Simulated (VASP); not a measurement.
Runs of VASP 6.6.1 on KTaO3. The structure is that of space group Pm-3m (No. 221), or close to it. The cells are those of the table. 

```csv
cell,gap on the mesh (eV),pressure (GPa)
"a = 3.986 Å, 5 atoms",(a),0.7
"a = 3.926, b = 3.926, c = 4.006 Å, 5 atoms",2.12,6.3
"a = 3.806, b = 3.806, c = 4.054 Å, 5 atoms",2.16,21.0
"a = 3.866, b = 3.866, c = 4.057 Å, 5 atoms",2.12,(c)
"a = 3.926, b = 3.926, c = 4.021 Å, 5 atoms",2.11,5.5
"a = 4.045, b = 4.045, c = 3.950 Å, 5 atoms",2.00,-3.2
"a = 3.866, b = 3.866, c = 4.029 Å, 5 atoms",(b),13.0
```

Alike in all rows: task single point; level PBEsol; potentials or basis VASP PAW PBE potentials, release 64 (K_sv, Ta_pv, O); no spin polarisation; k mesh 8 × 8 × 8; cutoff (eV) 520; smearing gaussian 0.02 eV.

Q: Estimate the missing entries.

A: (a) 2.09; (b) 2.14; (c) 11.5.

Caveats: the PAW data sets were made with another functional, which shifts forces and pressure a little; spin-orbit coupling is left out, which moves the levels of the heavy elements.

A k mesh can miss the band edges, and the runs leave out spin-orbit coupling on Ta.
